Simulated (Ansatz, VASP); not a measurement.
RbBr: VASP beside Ansatz

The input INCAR:

```
ALGO     = Normal         # electronic algorithm
EDIFF    = 1E-6           # SCF threshold, eV
ENCUT    = 500            # plane-wave cutoff, eV
GGA_COMPAT= False        
ISIF     = 2              # what is computed and relaxed
ISMEAR   = 0              # smearing method
LASPH    = True           # aspherical terms in the spheres
LCHARG   = False          # write CHGCAR
LREAL    = False          # projectors in reciprocal space
LWAVE    = False          # write WAVECAR
NBANDS   = 15             # bands
NELM     = 120            # most SCF steps
PREC     = Accurate       # precision mode
SIGMA    = 0.02           # smearing width, eV
```

Contents of KPOINTS:

```
k-points
0
Gamma
  7 7 7
```

The input POSCAR:

```
RbBr
1.0
    0.0000000000      3.4270000000      3.4270000000
    3.4270000000      0.0000000000      3.4270000000
    3.4270000000      3.4270000000      0.0000000000
Rb Br
1 1
Direct
    0.0000000000      0.0000000000      0.0000000000
    0.5000000000      0.5000000000      0.5000000000
```

The input input.yaml:

```yaml
crystal:
  lattice:
    - [0.0, 3.427, 3.427]
    - [3.427, 0.0, 3.427]
    - [3.427, 3.427, 0.0]
  atoms:
    - { symbol: Rb, position: [0.0, 0.0, 0.0] }
    - { symbol: Br, position: [0.5, 0.5, 0.5] }
hamiltonian:
  xc: lda
  pseudopotentials: { kind: paw }
kpoints:
  mp_grid: { grid: [7, 7, 7] }
scf:
  occupations: { method: gaussian, width: 0.02 }
output:
  forces: true
  stress: true
  eigenvalues: true
```

Alike in both runs: task single point; functional LDA; k mesh 7 × 7 × 7; occupations gaussian, width 0.02 eV; no spin polarisation.

|  | VASP | Ansatz |
| --- | --- | --- |
| version | VASP 6.6.1 | Ansatz 0.2.0 |
| potentials or method | VASP PAW LDA potentials, release 64 (Rb_sv, Br) | Ansatz PAW |
| plane-wave cutoff (eV) | 500 | 420 |
| valence electrons in the cell | 16 | 16 |

```tsv
	VASP	Ansatz	Ansatz less VASP
gap on the k mesh at the Fermi level (eV)	3.96	3.95	-0.010
least direct gap on the mesh (eV)	3.96	3.95	-0.010
pressure (GPa)	-1.2	-1.2	-0.03
```

LDA's correlation is that of Perdew and Zunger in VASP and of Perdew and Wang (1992) in Ansatz.

Noted on Ansatz's run: odd divisions of the mesh miss points on the zone boundary, where band edges often lie, so the gap on the mesh can be too wide.
